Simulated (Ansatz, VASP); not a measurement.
## AlInSb2: VASP beside Ansatz

```
CELL_PARAMETERS angstrom
4.56790 0.00000 0.00000
0.00000 4.56790 0.00000
0.00000 0.00000 6.17837
ATOMIC_POSITIONS crystal
Al 0.00000 0.00000 0.00000
In 0.50000 0.50000 0.50000
Sb 0.00000 0.50000 0.23337
Sb 0.50000 0.00000 0.76663
```

Alike in both runs: task single point; functional LDA; k mesh 8 × 8 × 6; occupations gaussian, width 0.03 eV; no spin polarisation.

|  | VASP | Ansatz |
| --- | --- | --- |
| version | VASP 6.6.1 | Ansatz 0.2.0 |
| potentials or method | VASP PAW LDA potentials, release 64 (Al, In_d, Sb), cutoff 520 eV | scalar-relativistic, plane waves, PAW |
| valence electrons in the cell | 26 | 46 |

```csv
,VASP,Ansatz,Ansatz less VASP
gap on the k mesh at the Fermi level (eV),0.36,0.31,-0.048
least direct gap on the mesh (eV),0.36,0.31,-0.048
pressure (GPa),-1.9,-2.1,-0.17
"traceless stress, the component that is largest in VASP (GPa)",0.93,0.94,+0.010
rms of the force components (eV/Å),0.015,0.008,-0.0066
```

LDA's correlation is that of Perdew and Zunger in VASP and of Perdew and Wang (1992) in Ansatz. Atom by atom the forces differ by 0.007 eV/Å (rms over components). VASP's potentials hold 26 valence electrons a cell and Ansatz's 46, so a difference there can come from the potentials and not from the codes.

Neither program's run includes spin-orbit coupling.
